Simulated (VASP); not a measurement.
# LiCl (F-43m) in VASP: a series of runs

The runs below take LiCl through single point, with r2SCAN, HSE06.

Program: VASP 6.6.1. These are calculated values, not measurements. Logs are shortened: lines on timing, memory, paths and dates and some standing lists are left out, and cuts for length are marked.

**1. The cell of the first run**

The structure is cubic, space group F-43m (No. 216). The conventional cell has a = 5.466 Å, b = 5.466 Å, c = 5.466 Å, α = 90.00°, β = 90.00°, γ = 90.00°. Li (site symmetry -43m) has 4 Cl at 2.37 Å within 3.1 Å. Within 3.1 Å of Cl (site symmetry -43m) lie 4 Li at 2.37 Å.

**2. Single point, r2SCAN**

File POSCAR:

```
LiCl
1.0
    0.0000000000      2.7330425300      2.7330425300
    2.7330425300      0.0000000000      2.7330425300
    2.7330425300      2.7330425300      0.0000000000
Li Cl
1 1
Direct
    0.0000000000      0.0000000000      0.0000000000
    0.2500000000      0.2500000000      0.2500000000
```

File INCAR.step1:

```
ALGO     = Normal         # electronic algorithm
EDIFF    = 1E-4           # SCF threshold, eV
ENCUT    = 520            # plane-wave cutoff, eV
GGA      = PE             # functional
ISMEAR   = 0              # smearing method
LASPH    = T              # aspherical terms in the spheres
LCHARG   = F              # write CHGCAR
LREAL    = F              # projectors in reciprocal space
LWAVE    = T              # write WAVECAR
NBANDS   = 12             # bands
NELM     = 60             # most SCF steps
PREC     = Accurate       # precision mode
SIGMA    = 0.01           # smearing width, eV
```

File INCAR.step2:

```
ALGO     = Normal         # electronic algorithm
EDIFF    = 1E-7           # SCF threshold, eV
ENCUT    = 520            # plane-wave cutoff, eV
ISIF     = 2              # what is computed and relaxed
ISMEAR   = 0              # smearing method
ISTART   = 1            
LASPH    = T              # aspherical terms in the spheres
LCHARG   = F              # write CHGCAR
LMIXTAU  = T            
LREAL    = F              # projectors in reciprocal space
LWAVE    = F              # write WAVECAR
METAGGA  = R2SCAN         # meta-GGA
NBANDS   = 12             # bands
NELM     = 60             # most SCF steps
PREC     = Accurate       # precision mode
SIGMA    = 0.01           # smearing width, eV
```

File KPOINTS:

```
k-points
0
Gamma
  4 4 4
```

Potentials or basis: VASP PAW PBE potentials, release 64 (Li_sv, Cl).

Command:

```bash
$ cat potpaw_PBE.64/Li_sv/POTCAR potpaw_PBE.64/Cl/POTCAR > POTCAR
$ cp INCAR.step1 INCAR
$ mpirun -np 1 vasp_std > vasp.out
$ cp INCAR.step2 INCAR
$ mpirun -np 1 vasp_std > vasp.out
```

OUTCAR:

```text
EDIFF = 1E-7
   ENCUT = 520
   ISIF = 2
   ISMEAR = 0
   ISTART = 1
   LASPH = T
   LREAL = F
   METAGGA = R2SCAN
   NELM = 60
   PREC = Accurate

 ion  position               nearest neighbor table
   1  0.000  0.000  0.000-   2 2.37   2 2.37   2 2.37   2 2.37
   2  0.250  0.250  0.250-   1 2.37   1 2.37   1 2.37   1 2.37

  LATTYP: Found a face centered cubic cell.
 ALAT       =     5.4660850600

  Lattice vectors:

 A1 = (   0.0000000000,   2.7330425300,   2.7330425300)
 A2 = (   2.7330425300,   0.0000000000,   2.7330425300)
 A3 = (   2.7330425300,   2.7330425300,   0.0000000000)

Analysis of symmetry for initial positions (statically):
=====================================================================
 Subroutine PRICEL returns:
 Original cell was already a primitive cell.

 Routine SETGRP: Setting up the symmetry group for a
 face centered cubic supercell.

 Subroutine GETGRP returns: Found 24 space group operations
 (whereof 24 operations were pure point group operations)
 out of a pool of 48 trial point group operations.

The static configuration has the point symmetry T_d .

Analysis of symmetry for dynamics (positions and initial velocities):
=====================================================================
 Subroutine PRICEL returns:
 Original cell was already a primitive cell.

 Routine SETGRP: Setting up the symmetry group for a
 face centered cubic supercell.

 Subroutine GETGRP returns: Found 24 space group operations
 (whereof 24 operations were pure point group operations)
 out of a pool of 48 trial point group operations.

The dynamic configuration has the point symmetry T_d .

 Subroutine INISYM returns: Found 24 space group operations
 (whereof 24 operations are pure point group operations),
 and found     1 'primitive' translations

----------------------------------------------------------------------------------------

                                     Primitive cell

  volume of cell :      40.8290

  direct lattice vectors                    reciprocal lattice vectors
     0.000000000  2.733042530  2.733042530    -0.182946293  0.182946293  0.182946293
     2.733042530  0.000000000  2.733042530     0.182946293 -0.182946293  0.182946293
     2.733042530  2.733042530  0.000000000     0.182946293  0.182946293 -0.182946293

  length of vectors
     3.865105812  3.865105812  3.865105812     0.316872275  0.316872275  0.316872275

  position of ions in fractional coordinates (direct lattice)
     0.000000000  0.000000000  0.000000000
     0.250000000  0.250000000  0.250000000

  ion indices of the primitive-cell ions
   primitive index   ion index
                 1           1
                 2           2

----------------------------------------------------------------------------------------

 KPOINTS: k-points

Automatic generation of k-mesh.
 Grid dimensions read from file:
 generate k-points for:    4    4    4

 Generating k-lattice:

  Cartesian coordinates                     Fractional coordinates (reciprocal lattice)
    -0.045736573  0.045736573  0.045736573     0.250000000  0.000000000  0.000000000
     0.045736573 -0.045736573  0.045736573     0.000000000  0.250000000  0.000000000
     0.045736573  0.045736573 -0.045736573     0.000000000  0.000000000  0.250000000

  Length of vectors
     0.079218069  0.079218069  0.079218069

  Shift w.r.t. Gamma in fractional coordinates (k-lattice)
     0.000000000  0.000000000  0.000000000

 Subroutine IBZKPT returns following result:
 ===========================================

 Found      8 irreducible k-points:

 Following reciprocal coordinates:
            Coordinates               Weight
  0.000000  0.000000  0.000000      1.000000
  0.250000  0.000000  0.000000      8.000000
  0.500000  0.000000  0.000000      4.000000
  0.250000  0.250000  0.000000      6.000000
  0.500000  0.250000  0.000000     24.000000
 -0.250000  0.250000  0.000000     12.000000
  0.500000  0.500000  0.000000      3.000000
 -0.250000  0.500000  0.250000      6.000000
   k-points           NKPTS =      8   k-points in BZ     NKDIM =      8   number of bands    NBANDS=     12
   number of dos      NEDOS =    301   number of ions     NIONS =      2
   total plane-waves  NPLWV =  27000
   dimension x,y,z NGX =    30 NGY =   30 NGZ =   30
   dimension x,y,z NGXF=    60 NGYF=   60 NGZF=   60
   ions per type =               1   1
   NGX,Y,Z   is equivalent  to a cutoff of  12.90, 12.90, 12.90 a.u.
   NGXF,Y,Z  is equivalent  to a cutoff of  25.81, 25.81, 25.81 a.u.
 SYSTEM =  unknown system
   PREC   = accura    normal or accurate (medium, high low for compatibility)
   ISTART =      1    job   : 0-new  1-cont  2-samecut
   ICHARG =      0    charge: 1-file 2-atom 10-const
   ISPIN  =      1    spin polarized calculation?
   LNONCOLLINEAR =      F non collinear calculations
   LSORBIT =      F    spin-orbit coupling
   LASPH  =      T    aspherical Exc in radial PAW
   ENCUT  =  520.0 eV  38.22 Ry    6.18 a.u.   7.19  7.19  7.19*2*pi/ulx,y,z
   NELM   =     60;   NELMIN=  2; NELMDL=  0     # of ELM steps
   EDIFF  = 0.1E-06   stopping-criterion for ELM
   LREAL  =      F    real-space projection
   EDIFFG = 0.1E-05   stopping-criterion for IOM
   NSW    =      0    number of steps for IOM
   IBRION =     -1    ionic relax: 0-MD 1-quasi-New 2-CG
   NFREE  =      0    steps in history (QN), initial steepest desc. (CG)
   ISIF   =      2    stress and relaxation
   ISYM   =      2    0-nonsym 1-usesym 2-fastsym
   POTIM  = 0.5000    time-step for ionic-motion
   TEBEG  =    0.0;   TEEND  =   0.0 temperature during run
   PSTRESS=    0.0 pullay stress
   NELECT =      10.0000    total number of electrons
   NUPDOWN=      -1.0000    fix difference up-down
   EMIN   =  10.00;   EMAX   =-10.00  energy-range for DOS
   EFERMI =   0.00;   METHOD = LEGACY
   ISMEAR =     0;   SIGMA  =   0.01  broadening in eV -4-tet -1-fermi 0-gaus
   EFERMI_NEDOS =   21; number of points for ismear=-14 and -15
   IALGO  =     38    algorithm
   IMIX   =      4    mixing-type and parameters
     AMIX     =   0.40;   BMIX     =  1.00
     AMIX_MAG =   1.60;   BMIX_MAG =  1.00
  volume/ion in A,a.u.               =      20.41       137.76
  Fermi-wavevector in a.u.,A,eV,Ry     =   1.024279  1.935607 14.274529  1.049148
  Thomas-Fermi vector in A             =   2.158058
   LORBIT       =      0    0 simple, 1 ext, 2 COOP (PROOUT), +10 PAW based schemes
   METAGGA = R2SCAN    functional components
   LHFCALC =     F    Hartree Fock is set to
   AEXX    =    0.0000 exact exchange contribution
   IVDW    =     0    specifies the selected vdW correction
   LEPSILON=     F    determine dielectric tensor
   LRPA    =     F    only Hartree local field effects (RPA)
 non-spin polarized calculation
 Gauss-broadening in eV      SIGMA  =   0.01
  energy-cutoff  :      520.00
  volume of cell :       40.83
 maximum number of plane-waves:      1124
 NGX is ok and might be reduce to    30
   NGX = 15   NGY = 15   NGZ = 15

 number of electron      10.0000001 magnetization

 Free energy of the ion-electron system (eV)
  ---------------------------------------------------
  ext. energy  EPLUGINS =         0.00000000
  ---------------------------------------------------
  free energy    TOTEN  =       -12.57672463 eV

  energy without entropy =      -12.57672463  energy(sigma->0) =      -12.57672463

 E-fermi :  -1.4800     XC(G=0):  -8.1593

 val. band max:       -1.5579181312   @ k =   0.0000   0.0000   0.0000
 cond. band min:       5.2113868468   @ k =   0.0000   0.0000   0.0000
 fundamental gap:      6.7693049780
 Fermi energy:        -1.4799614608

 k-point     1 :       0.0000    0.0000    0.0000
  band No.  band energies     occupation
      1     -45.6936      2.00000
      2     -14.8555      2.00000
      3      -1.5579      2.00000
      4      -1.5579      2.00000
      5      -1.5579      2.00000
      6       5.2114      0.00000
      7       9.4920      0.00000
      8       9.4920      0.00000
      9       9.4926      0.00000
     10      13.7589      0.00000
     11      13.7589      0.00000
     12      17.1336      0.00000

 k-point     2 :       0.2500    0.0000    0.0000
  band No.  band energies     occupation
      1     -45.6929      2.00000
      2     -14.7102      2.00000
      3      -2.6916      2.00000
      4      -1.7106      2.00000
      5      -1.7106      2.00000
      6       6.5003      0.00000
      7       9.7948      0.00000
      8       9.8683      0.00000
      9       9.8687      0.00000
     10      13.0817      0.00000
     11      13.0817      0.00000
     12      15.4756      0.00000

 k-point     3 :       0.5000    0.0000    0.0000
  band No.  band energies     occupation
      1     -45.6921      2.00000
      2     -14.5544      2.00000
      3      -3.6015      2.00000
      4      -1.8515      2.00000
      5      -1.8515      2.00000
      6       7.6521      0.00000
      7       9.5751      0.00000
      8       9.5754      0.00000
      9       9.9105      0.00000
     10      15.5295      0.00000
     11      15.5296      0.00000
     12      15.9939      0.00000

 k-point     4 :       0.2500    0.2500    0.0000
  band No.  band energies     occupation
      1     -45.6926      2.00000
      2     -14.6633      2.00000
      3      -2.5252      2.00000
      4      -2.0102      2.00000
      5      -2.0101      2.00000
      6       6.3198      0.00000
      7       9.5070      0.00000
      8      10.7135      0.00000
      9      10.9229      0.00000
     10      10.9233      0.00000
     11      14.7210      0.00000
     12      18.8362      0.00000

 k-point     5 :       0.5000    0.2500    0.0000
  band No.  band energies     occupation
      1     -45.6919      2.00000
      2     -14.5083      2.00000
      3      -3.2361      2.00000
      4      -2.3923      2.00000
      5      -2.1449      2.00000
      6       6.9761      0.00000
      7       9.2453      0.00000
      8      10.9388      0.00000
      9      11.1177      0.00000
     10      13.2806      0.00000
     11      15.6540      0.00000
     12      16.4364      0.00000

 k-point     6 :      -0.2500    0.2500    0.0000
  band No.  band energies     occupation
      1     -45.6921      2.00000
      2     -14.5586      2.00000
      3      -3.1189      2.00000
      4      -2.4282      2.00000
      5      -1.8621      2.00000
      6       7.9942      0.00000
      7       8.4871      0.00000
      8      10.5782      0.00000
      9      10.6458      0.00000
     10      12.4702      0.00000
     11      15.1716      0.00000
     12      16.4064      0.00000

 k-point     7 :       0.5000    0.5000    0.0000
  band No.  band energies     occupation
      1     -45.6916      2.00000
      2     -14.4608      2.00000
      3      -3.2073      2.00000
      4      -2.4085      2.00000
      5      -2.4084      2.00000
      6       5.6166      0.00000
      7       8.8816      0.00000
      8      13.1247      0.00000
      9      13.5643      0.00000
     10      13.5647      0.00000
     11      16.2165      0.00000
     12      16.4574      0.00000

 k-point     8 :      -0.2500    0.5000    0.2500
  band No.  band energies     occupation
      1     -45.6917      2.00000
      2     -14.4571      2.00000
      3      -2.9938      2.00000
      4      -2.6747      2.00000
      5      -2.5503      2.00000
      6       7.1312      0.00000
      7       9.9448      0.00000
      8      10.1780      0.00000
      9      11.4692      0.00000
     10      13.8145      0.00000
     11      15.8193      0.00000
     12      16.5837      0.00000

------------------------ aborting loop because EDIFF is reached ----------------------------------------

  FORCE on cell =-STRESS in cart. coord.  units (eV):
  Direction    XX          YY          ZZ          XY          YZ          ZX
  --------------------------------------------------------------------------------------
  -------------------------------------------------------------------------------------
  Total       -0.0649898     -0.0649898     -0.0649898      0.0000000      0.0000000     -0.0000000
  in kB       -2.5502726     -2.5502726     -2.5502726      0.0000000      0.0000000     -0.0000000
  external PRESSURE =      -2.5502726 kB  Pullay stress =       0.0000000 kB

 VOLUME and BASIS-vectors are now :
 -----------------------------------------------------------------------------
  energy-cutoff  :      520.00
  volume of cell :       40.83
      direct lattice vectors                 reciprocal lattice vectors
     0.000000000  2.733042530  2.733042530    -0.182946293  0.182946293  0.182946293
     2.733042530  0.000000000  2.733042530     0.182946293 -0.182946293  0.182946293
     2.733042530  2.733042530  0.000000000     0.182946293  0.182946293 -0.182946293

 POSITION                                       TOTAL-FORCE (eV/Angst)
 -----------------------------------------------------------------------------------
      0.00000      0.00000      0.00000        -0.000000      0.000000     -0.000000
      1.36652      1.36652      1.36652         0.000000     -0.000000      0.000000
 -----------------------------------------------------------------------------------
    total drift:                                0.000000      0.000000      0.000000

  FREE ENERGIE OF THE ION-ELECTRON SYSTEM (eV)
  ---------------------------------------------------
  free  energy   TOTEN  =       -12.5767246316 eV

  energy  without entropy=      -12.5767246316  energy(sigma->0) =      -12.57672463
```

Run time: 14 s. Hardware: 1 thread of Intel Xeon 6975P-C (Granite Rapids), shared host; peak memory 0.16 GiB.

What came out:

| Quantity | Value |
| --- | --- |
| Free energy | -12.5767 eV |
| Band gap on the k mesh | 6.77 eV, direct |

Levels at points of the mesh, in eV from the valence-band top:
| k point | band 3 | band 4 | band 5 | band 6 | band 7 | band 8 |
| --- | --- | --- | --- | --- | --- | --- |
| (0.00, 0.00, 0.00) | 0.00 | 0.00 | 0.00 | 6.77 | 11.05 | 11.05 |
| (0.50, 0.00, 0.00) | -2.04 | -0.29 | -0.29 | 9.21 | 11.13 | 11.13 |
| (0.50, 0.50, 0.00) | -1.65 | -0.85 | -0.85 | 7.17 | 10.44 | 14.68 |

Caveat: the k points lie up to 0.50 Å⁻¹ apart; the cutoff is under 1.25 times the usual one of these potentials, so pressure, stress and relaxed cells hold a basis-set (Pulay) error; the PAW data sets were made with another functional, which shifts forces and pressure a little. r2SCAN opens gaps a little over a GGA but as a rule still falls short of measured ones.

**3. Single point, HSE06**

POSCAR is that of step 2.

File INCAR.step1:

```
  ALGO = Normal
  EDIFF = 1E-5
  ENCUT = 520
  GGA = PE
  ISIF = 2
  ISMEAR = 0
  LASPH = True
  LCHARG = False
  LREAL = False
  LWAVE = True
  NBANDS = 12
  NELM = 100
  PREC = Accurate
  SIGMA = 0.01
```

File INCAR.step2:

```
  ALGO = Normal
  EDIFF = 1E-6
  ENCUT = 520
  GGA = PE
  HFSCREEN = 0.2079
  ISIF = 2
  ISMEAR = 0
  ISTART = 1
  LASPH = True
  LCHARG = False
  LHFCALC = True
  LREAL = False
  LWAVE = False
  NBANDS = 12
  NELM = 100
  PREC = Accurate
  PRECFOCK = Normal
  SIGMA = 0.01
```

KPOINTS is that of step 2.

Potentials or basis: VASP PAW PBE potentials, release 64 (Li_sv, Cl).

Command:

```bash
$ cat potpaw_PBE.64/Li_sv/POTCAR potpaw_PBE.64/Cl/POTCAR > POTCAR
$ cp INCAR.step1 INCAR
$ mpirun -np 1 vasp_std > vasp.out
$ cp INCAR.step2 INCAR
$ mpirun -np 1 vasp_std > vasp.out
```

OUTCAR:

```text
EDIFF = 1E-6
   ENCUT = 520
   GGA = PE
   HFSCREEN = 0.2079
   ISIF = 2
   ISMEAR = 0
   ISTART = 1
   LASPH = True
   LHFCALC = True
   LREAL = False
   NELM = 100
   PREC = Accurate
   PRECFOCK = Normal

 ion  position               nearest neighbor table
   1  0.000  0.000  0.000-   2 2.37   2 2.37   2 2.37   2 2.37
   2  0.250  0.250  0.250-   1 2.37   1 2.37   1 2.37   1 2.37

  LATTYP: Found a face centered cubic cell.
[... 298 lines left out ...]
     11      16.0959      0.00000
     12      16.6565      0.00000

------------------------ aborting loop because EDIFF is reached ----------------------------------------

  FORCE on cell =-STRESS in cart. coord.  units (eV):
  Direction    XX          YY          ZZ          XY          YZ          ZX
  --------------------------------------------------------------------------------------
  -------------------------------------------------------------------------------------
  Total        0.0422722      0.0422722      0.0422722      0.0000000      0.0000000      0.0000000
  in kB        1.6588084      1.6588084      1.6588084      0.0000000      0.0000000      0.0000000
  external PRESSURE =       1.6588084 kB  Pullay stress =       0.0000000 kB

 VOLUME and BASIS-vectors are now :
 -----------------------------------------------------------------------------
  energy-cutoff  :      520.00
  volume of cell :       40.83
      direct lattice vectors                 reciprocal lattice vectors
     0.000000000  2.733042530  2.733042530    -0.182946293  0.182946293  0.182946293
     2.733042530  0.000000000  2.733042530     0.182946293 -0.182946293  0.182946293
     2.733042530  2.733042530  0.000000000     0.182946293  0.182946293 -0.182946293

 POSITION                                       TOTAL-FORCE (eV/Angst)
 -----------------------------------------------------------------------------------
      0.00000      0.00000      0.00000         0.000000      0.000000      0.000000
      1.36652      1.36652      1.36652        -0.000000     -0.000000     -0.000000
 -----------------------------------------------------------------------------------
    total drift:                                0.000005      0.000001      0.000003

  FREE ENERGIE OF THE ION-ELECTRON SYSTEM (eV)
  ---------------------------------------------------
  free  energy   TOTEN  =        -8.4926125786 eV

  energy  without entropy=       -8.4926125786  energy(sigma->0) =       -8.49261258
```

It took 38 s on 1 thread of Intel Xeon 6975P-C (Granite Rapids), shared host; peak memory 0.26 GiB.

What came out:

* Free energy: -8.4926 eV
* Band gap on the k mesh: 7.39 eV, direct

Caveat: the k points lie up to 0.50 Å⁻¹ apart; the cutoff is under 1.25 times the usual one of these potentials, so pressure, stress and relaxed cells hold a basis-set (Pulay) error; the PAW data sets were made with another functional, which shifts forces and pressure a little.
